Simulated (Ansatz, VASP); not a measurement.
CsPbCl3: VASP beside Ansatz

Contents of INCAR:

```
SYSTEM = CsPbCl3
PREC = Accurate ; ENCUT = 520
EDIFF = 1E-6 ; ISMEAR = 0
SIGMA = 0.05 ; LREAL = .FALSE.
LASPH = .TRUE. ; NELM = 80
ALGO = Normal ; ISIF = 2
LWAVE = .FALSE. ; LCHARG = .FALSE.
GGA = PE ; NBANDS = 30
```

File KPOINTS:

```
regular mesh
0
G
  6 6 6
  0 0 0
```

Contents of POSCAR:

```
CsPbCl3
1.0
    5.8665008522      0.0000000000      0.0000000000
    0.0000000000      5.8665008522      0.0000000000
    0.0000000000      0.0000000000      5.8665008522
Cs Pb Cl
1 1 3
Direct
    0.0000000000      0.0000000000      0.0000000000
    0.5000000000      0.5000000000      0.5000000000
    0.0000000000      0.5000000000      0.5000000000
    0.5000000000      0.5000000000      0.0000000000
    0.5000000000      0.0000000000      0.5000000000
```

Input for Ansatz:

```yaml
crystal:
  lattice:
    - [5.8665008522, 0.0, 0.0]
    - [0.0, 5.8665008522, 0.0]
    - [0.0, 0.0, 5.8665008522]
  atoms:
    - { symbol: Cs, position: [0.0, 0.0, 0.0] }
    - { symbol: Pb, position: [0.5, 0.5, 0.5] }
    - { symbol: Cl, position: [0.0, 0.5, 0.5] }
    - { symbol: Cl, position: [0.5, 0.5, 0.0] }
    - { symbol: Cl, position: [0.5, 0.0, 0.5] }
basis:
  ecutwfc: 420
  ecutrho_ratio: 4
kpoints:
  mp_grid: { grid: [6, 6, 6] }
hamiltonian:
  xc: pbe
scf:
  occupations: { method: gaussian, width: 0.05 }
output:
  forces: true
  stress: true
  eigenvalues: true
```

Alike in both runs: task single point; functional PBE; k mesh 6 × 6 × 6; occupations gaussian, width 0.05 eV; no spin polarisation.

```csv
,VASP,Ansatz
version,VASP 6.6.1,Ansatz 0.2.0
potentials or method,"VASP PAW PBE potentials, release 64 (Cs_sv, Pb_d, Cl), cutoff 520 eV","scalar-relativistic, plane waves, PAW"
valence electrons in the cell,44,44
```

Ansatz gave:

```
gap on the k mesh at the Fermi level (eV) : 2.42
least direct gap on the mesh (eV)         : 2.42
pressure (GPa)                            : -1.3
```

Problem. Which values does VASP return?

Solution. gap on the k mesh at the Fermi level (eV): 2.43; least direct gap on the mesh (eV): 2.43; pressure (GPa): -1.3.

With one functional, cell and mesh, what is left measures potentials, basis and numerics.

Neither program's run includes spin-orbit coupling.
